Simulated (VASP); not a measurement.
A run of VASP 6.6.1:

Contents of INCAR:

```
  PREC = Accurate
  ENCUT = 520
  EDIFF = 1E-6
  ISMEAR = -1
  SIGMA = 0.05
  LREAL = False
  LASPH = True
  NELM = 100
  ALGO = Normal
  ISIF = 2
  LWAVE = False
  LCHARG = False
  GGA = RP
  NBANDS = 8
```

The input KPOINTS:

```
Automatic mesh
0
Gamma
  10 10 10
```

The input POSCAR:

```
Li
1.0
    0.0000000000      2.1910732334      2.1910732334
    2.1910732334      0.0000000000      2.1910732334
    2.1910732334      2.1910732334      0.0000000000
Li
1
Direct
    0.0000000000      0.0000000000      0.0000000000
```

Potentials or basis: VASP PAW PBE potentials, release 64 (Li_sv).

Run with:

```bash
$ cat potpaw_PBE.64/Li_sv/POTCAR > POTCAR
$ mpirun -np 1 vasp_std > vasp.out
```

Hardware: 1 thread of Intel Xeon 8259CL (shared host).

**Question.** Estimate the wall time of this run.

**Answer.** It took 5.6 s on 1 thread of Intel Xeon 8259CL, on a shared host, peak memory 0.13 GiB. Counts: scf iterations 11, k points 47.
